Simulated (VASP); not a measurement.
# W4C in VASP: a series of runs, part 2 of 2

VASP 6.6.1.

## (3) Single point, PBEsol, collinear spin

File INCAR:

```
SYSTEM = W4C
PREC     = Accurate       ! precision mode
ENCUT    = 520            ! plane-wave cutoff, eV
EDIFF    = 1E-7           ! SCF threshold, eV
ISMEAR   = 0              ! smearing method
SIGMA    = 0.1            ! smearing width, eV
LREAL    = .FALSE.        ! projectors in reciprocal space
LASPH    = .TRUE.         ! aspherical terms in the spheres
NELM     = 150            ! most SCF steps
ALGO     = Normal         ! electronic algorithm
ISIF     = 2              ! what is computed and relaxed
LWAVE    = .FALSE.        ! write WAVECAR
LCHARG   = .TRUE.         ! write CHGCAR
ISPIN    = 2              ! spin polarisation
MAGMOM   = 0 0 0 0 2      ! initial moments
LORBIT   = 11             ! projections on sites
LMAXMIX  = 4              ! l up to which the mixer works
LDIPOL   = .TRUE.       
IDIPOL   = 3            
DIPOL    = 0.5 0.5 0.342
GGA      = PS             ! functional
LELF     = .TRUE.         ! ELF
LVHAR    = .TRUE.       
LVACPOTAV= .TRUE.       
NBANDS   = 42             ! bands
```

File KPOINTS:

```
Automatic mesh
0
G
  8 8 1
  0 0 0
```

File POSCAR:

```
W4C
1.0
    3.1545348002      0.0000000000      0.0000000000
    0.0000000000      3.1545348002      0.0000000000
    0.0000000000      0.0000000000     21.5976290709
W C
4 1
Direct
    0.5000000000      0.5000000000      0.1852055143
    0.0000000000      0.0000000000      0.2582351693
    0.5000000000      0.5000000000      0.3339290903
    0.0000000000      0.0000000000      0.3980820785
    0.0000000000      0.0000000000      0.5337451177
```

Potentials or basis: VASP PAW PBE potentials, release 64 (W_sv, C).

Run with:

```console
$ cat potpaw_PBE.64/W_sv/POTCAR potpaw_PBE.64/C/POTCAR > POTCAR
$ mpirun -np 1 vasp_std > vasp.out
```

OUTCAR:

```text
SYSTEM = W4C
   PREC = Accurate
   ENCUT = 520
   EDIFF = 1E-7
   ISMEAR = 0
   LREAL = .FALSE.
   LASPH = .TRUE.
   NELM = 150
   ISIF = 2
   ISPIN = 2
   LORBIT = 11
   GGA = PS

 ion  position               nearest neighbor table
   1  0.500  0.500  0.185-   2 2.73   2 2.73   2 2.73   2 2.73   3 3.21
   2  0.000  0.000  0.258-   1 2.73   1 2.73   1 2.73   1 2.73   3 2.77   3 2.77   3 2.77   3 2.77
                             4 3.02
   3  0.500  0.500  0.334-   4 2.63   4 2.63   4 2.63   4 2.63   2 2.77   2 2.77   2 2.77   2 2.77
                             1 3.21
   4  0.000  0.000  0.398-   3 2.63   3 2.63   3 2.63   3 2.63   2 3.02
   5  0.000  0.000  0.534-

  LATTYP: Found a simple tetragonal cell.
 ALAT       =     3.1545348002
 C/A-ratio  =     6.8465337804

  Lattice vectors:

 A1 = (   3.1545348002,   0.0000000000,   0.0000000000)
 A2 = (   0.0000000000,   3.1545348002,   0.0000000000)
 A3 = (   0.0000000000,   0.0000000000,  21.5976290709)

Analysis of symmetry for initial positions (statically):
=====================================================================
 Subroutine PRICEL returns:
 Original cell was already a primitive cell.

 Routine SETGRP: Setting up the symmetry group for a
 simple tetragonal supercell.

 Subroutine GETGRP returns: Found  8 space group operations
 (whereof  8 operations were pure point group operations)
 out of a pool of 16 trial point group operations.

The static configuration has the point symmetry C_4v.

Analysis of symmetry for dynamics (positions and initial velocities):
=====================================================================
 Subroutine PRICEL returns:
 Original cell was already a primitive cell.

 Routine SETGRP: Setting up the symmetry group for a
 simple tetragonal supercell.

 Subroutine GETGRP returns: Found  8 space group operations
 (whereof  8 operations were pure point group operations)
 out of a pool of 16 trial point group operations.

The dynamic configuration has the point symmetry C_4v.

[... 166 lines left out ...]
 Fermi energy:         0.1087471284

 spin component 1

 k-point     1 :       0.0000    0.0000    0.0000
  band No.  band energies     occupation
      1     -73.6991      1.00000
      2     -73.6340      1.00000
      3     -73.5603      1.00000
      4     -73.4207      1.00000
      5     -38.1691      1.00000
      6     -38.1094      1.00000
[... 664 lines left out ...]
     41       3.8989      0.00000
     42       3.9022      0.00000
 Fermi energy:         0.1087471284

 spin component 2

 k-point     1 :       0.0000    0.0000    0.0000
  band No.  band energies     occupation
      1     -73.7175      1.00000
      2     -73.6707      1.00000
      3     -73.5612      1.00000
      4     -73.4265      1.00000
      5     -38.1574      1.00000
      6     -38.1431      1.00000
[... 664 lines left out ...]
     41       3.8314      0.00000
     42       3.9519      0.00000

------------------------ aborting loop because EDIFF is reached ----------------------------------------

  FORCE on cell =-STRESS in cart. coord.  units (eV):
  Direction    XX          YY          ZZ          XY          YZ          ZX
  --------------------------------------------------------------------------------------
  -------------------------------------------------------------------------------------
  Total       -7.3170571     -7.3170571     -7.5644054      0.0000000     -0.0000000      0.0000000
  in kB      -54.5469289    -54.5469289    -56.3908518      0.0000000     -0.0000000      0.0000000
  external PRESSURE =     -55.1615699 kB  Pullay stress =       0.0000000 kB

 VOLUME and BASIS-vectors are now :
 -----------------------------------------------------------------------------
  energy-cutoff  :      520.00
  volume of cell :      214.92
      direct lattice vectors                 reciprocal lattice vectors
     3.154534800  0.000000000  0.000000000     0.317003953  0.000000000  0.000000000
     0.000000000  3.154534800  0.000000000     0.000000000  0.317003953  0.000000000
     0.000000000  0.000000000 21.597629071     0.000000000  0.000000000  0.046301379

 POSITION                                       TOTAL-FORCE (eV/Angst)
 -----------------------------------------------------------------------------------
      1.57727      1.57727      4.00000        -0.000000     -0.000000      1.962950
      0.00000      0.00000      5.57727        -0.000000      0.000000     -2.103031
      1.57727      1.57727      7.21208        -0.000000      0.000000     -0.344359
      0.00000      0.00000      8.59763         0.000000      0.000000      2.300247
      0.00000      0.00000     11.52763        -0.000000      0.000000     -1.815808
 -----------------------------------------------------------------------------------
    total drift:                                0.000000     -0.000000      0.000070

  FREE ENERGIE OF THE ION-ELECTRON SYSTEM (eV)
  ---------------------------------------------------
  free  energy   TOTEN  =       -52.7621550981 eV

  energy  without entropy=      -52.7265552380  energy(sigma->0) =      -52.74435517

 vacuum level on the upper side and lower side of the slab         6.175         4.395

 total charge

# of ion       s       p       d       tot
------------------------------------------
    1        2.396   6.141   3.351  11.887
    2        2.411   6.320   3.344  12.075
    3        2.427   6.336   3.450  12.214
    4        2.408   6.192   3.396  11.997
    5        1.031   0.930   0.000   1.961
--------------------------------------------------
tot         10.674  25.919  13.541  50.134

 magnetization (x)

# of ion       s       p       d       tot
------------------------------------------
    1        0.003  -0.002   0.060   0.062
    2        0.000   0.003  -0.016  -0.013
    3        0.002   0.004   0.051   0.057
    4       -0.008   0.008  -0.240  -0.239
    5        0.037   0.773   0.000   0.810
--------------------------------------------------
tot          0.035   0.787  -0.146   0.676
```

OSZICAR:

```text
N       E                     dE             d eps       ncg     rms          rms(c)
DAV:   1     0.674811548690E+03    0.67481E+03   -0.36258E+04  3008   0.133E+03
DAV:   2    -0.285070857971E+02   -0.70332E+03   -0.68536E+03  2990   0.419E+02
DAV:   3    -0.560308506348E+02   -0.27524E+02   -0.26361E+02  3078   0.861E+01
[... 32 lines left out ...]
DAV:  36    -0.527621522142E+02   -0.20736E-06   -0.11387E-07  2080   0.102E-03    0.154E-03
DAV:  37    -0.527621529128E+02   -0.69856E-06   -0.59368E-08  1860   0.639E-04    0.105E-03
DAV:  38    -0.527621541734E+02   -0.12606E-05   -0.10252E-07  2004   0.717E-04    0.620E-04
DAV:  39    -0.527621550522E+02   -0.87886E-06   -0.12225E-07  2044   0.758E-04    0.236E-04
DAV:  40    -0.527621551685E+02   -0.11625E-06   -0.28023E-08  1896   0.381E-04    0.163E-04
DAV:  41    -0.527621550981E+02    0.70359E-07   -0.93734E-09  1792   0.254E-04
   1 F= -.52762155E+02 E0= -.52744355E+02  d E =-.355999E-01  mag=     1.5436
```

stdout:

```text
POSCAR found type information on POSCAR W C
 POSCAR found :  2 types and       5 ions
 scaLAPACK will be used
 -----------------------------------------------------------------------------
|                                                                             |
[... 23 lines left out ...]
|     field-free region was found. Please increase the size of  your cell     |
|     in the dimension of the dipole correction to obtain accurate            |
|     workfunction values.                                                    |
|                                                                             |
 -----------------------------------------------------------------------------
```

It took 7.9 min on 1 thread of Oxide Virtual Turin-like, shared host; peak memory 0.44 GiB.

What came out:

```yaml
Free_energy: -52.7622 eV
Largest_force: 2.300 eV/Å
Net_moment: 1.54 μB per cell
Site_moments: W +0.06, -0.01, -0.24 (each value once); C +0.81 μB
Valence_electrons_inside_the_program's_atomic_spheres: W 11.89, 12.07, 12.21, 12.00; C 1.96
```

Forces on the atoms (eV/Å):
```
W    0.000  0.000  1.963
W    0.000  0.000 -2.103
W    0.000  0.000 -0.344
W    0.000  0.000  2.300
C    0.000  0.000 -1.816
```

Levels at points of the mesh, in eV from the Fermi level:
Spin up:
| k point | band 27 | band 28 | band 29 | band 30 | band 31 | band 32 | band 33 | band 34 | band 35 | band 36 |
| --- | --- | --- | --- | --- | --- | --- | --- | --- | --- | --- |
| (0.00, 0.00, 0.00) | -0.66 | -0.64 | -0.25 | -0.14 | -0.14 | 0.81 | 0.81 | 0.89 | 1.35 | 1.35 |
| (0.50, 0.00, 0.00) | -1.07 | -0.73 | -0.55 | -0.15 | -0.01 | 0.54 | 1.04 | 1.13 | 1.72 | 2.33 |
| (0.50, 0.50, 0.00) | -1.45 | -0.98 | -0.98 | -0.55 | 1.84 | 1.84 | 2.07 | 2.54 | 2.87 | 2.87 |
Spin down:
```tsv
k point	band 26	band 27	band 28	band 29	band 30	band 31	band 32	band 33
(0.00, 0.00, 0.00)	-0.69	-0.66	-0.46	-0.19	-0.19	-0.16	0.87	1.21
(0.50, 0.00, 0.00)	-0.78	-0.77	-0.56	-0.30	0.31	0.43	1.03	1.21
(0.50, 0.50, 0.00)	-1.29	-1.29	0.60	0.60	1.32	1.91	1.91	2.11
```

Caveat: the PAW data sets were made with another functional, which shifts forces and pressure a little; spin-orbit coupling is left out, which moves the levels of the heavy elements.
